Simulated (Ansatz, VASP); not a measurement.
## Two plane-wave programs on ZnCu

Contents of INCAR:

```
PREC = Accurate
ENCUT = 520
EDIFF = 1E-6
ISMEAR = 0
SIGMA = 0.1
LREAL = False
LASPH = True
NELM = 80
ALGO = Fast
ISIF = 2
LWAVE = False
LCHARG = False
GGA = PS
NBANDS = 18
```

File KPOINTS:

```
Automatic mesh
0
Gamma
  14 14 14
```

File POSCAR:

```
ZnCu
1.0
    2.8178869517      0.0000000000      0.0000000000
    0.0000000000      2.8178869517      0.0000000000
    0.0000000000      0.0000000000      2.8178869517
Zn Cu
1 1
Direct
    0.5000000000      0.5000000000      0.5000000000
    0.0000000000      0.0000000000      0.0000000000
```

Input for Ansatz:

```yaml
crystal:
  lattice:
    - [2.8178869517, 0.0, 0.0]
    - [0.0, 2.8178869517, 0.0]
    - [0.0, 0.0, 2.8178869517]
  atoms:
    - { symbol: Zn, position: [0.5, 0.5, 0.5] }
    - { symbol: Cu, position: [0.0, 0.0, 0.0] }
basis:
  ecutwfc: 420
kpoints:
  mp_grid: { grid: [14, 14, 14] }
hamiltonian:
  xc: pbesol
scf:
  occupations: { method: gaussian, width: 0.1 }
output:
  forces: true
  stress: true
  eigenvalues: true
```

Alike in both runs: task single point; functional PBEsol; k mesh 14 × 14 × 14; occupations gaussian, width 0.1 eV; no spin polarisation.

|  | VASP | Ansatz |
| --- | --- | --- |
| version | VASP 6.6.1 | Ansatz 0.2.0 |
| potentials or method | VASP PAW PBE potentials, release 64 (Zn, Cu), cutoff 520 eV | scalar-relativistic, plane waves, PAW |
| valence electrons in the cell | 23 | 31 |

Ansatz gave:

* gap on the k mesh at the Fermi level (eV): none
* pressure (GPa): 16.4

Which values does VASP return?

gap on the k mesh at the Fermi level (eV): none; pressure (GPa): 17.5.

VASP's potentials were made for PBE, not for PBEsol. A gap of «none» marks a metal or a gap that the smearing closes. The functional is the same, so the differences come from potentials, cutoffs and numerics. VASP's potentials hold 23 valence electrons a cell and Ansatz's 31, so a difference there can come from the potentials and not from the codes.
